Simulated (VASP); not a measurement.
Write the native input for VASP 6.6.1 that does the following.

- Task: single point
- Functional: PBEsol
- Potentials or basis: VASP PAW PBE potentials, release 64 (Bi_d)
- Cutoff: 520 eV
- k mesh: 10 × 10 × 10
- Occupations: fermi-dirac, width 0.03 eV
- Spin: no spin polarisation
- Dipole correction: no
- Further INCAR settings: ALGO = Normal; EDIFF = 1e-07; NBANDS = 22

The structure of Bi lies in POSCAR:

```
Bi
1.0
    2.2653976160      1.3079279234      3.9407758210
   -2.2653976160      1.3079279234      3.9407758210
    0.0000000000     -2.6158558468      3.9407758210
Bi
2
Direct
    0.2338900000      0.2338900000      0.2338900000
    0.7661100000      0.7661100000      0.7661100000
```

One way to write it, as run:

INCAR

```
PREC = Accurate
ENCUT = 520
EDIFF = 1E-7
ISMEAR = -1
SIGMA = 0.03
LREAL = False
LASPH = True
NELM = 100
ALGO = Normal
ISIF = 2
LWAVE = False
LCHARG = False
GGA = PS
NBANDS = 22
```

KPOINTS

```
regular mesh
0
Gamma
  10 10 10
```

Potentials or basis: VASP PAW PBE potentials, release 64 (Bi_d).

Launch:

```bash
$ cat potpaw_PBE.64/Bi_d/POTCAR > POTCAR
$ mpirun -np 1 vasp_std > vasp.out
```

It gave:

| Property | Result |
| --- | --- |
| Pressure | -0.2 GPa |
| Largest force | 0.165 eV/Å |
| Band gap on the k mesh | zero (bands 15 and 16 overlap by 0.22 eV) |

Caveat: the PAW data sets were made with another functional, which shifts forces and pressure a little; spin-orbit coupling is left out, which moves the levels of the heavy elements.

It took 110 s on 1 thread of Intel(R) Xeon(R) Platinum 8488C (Sapphire Rapids), with other jobs on the host, peak memory 0.29 GiB.
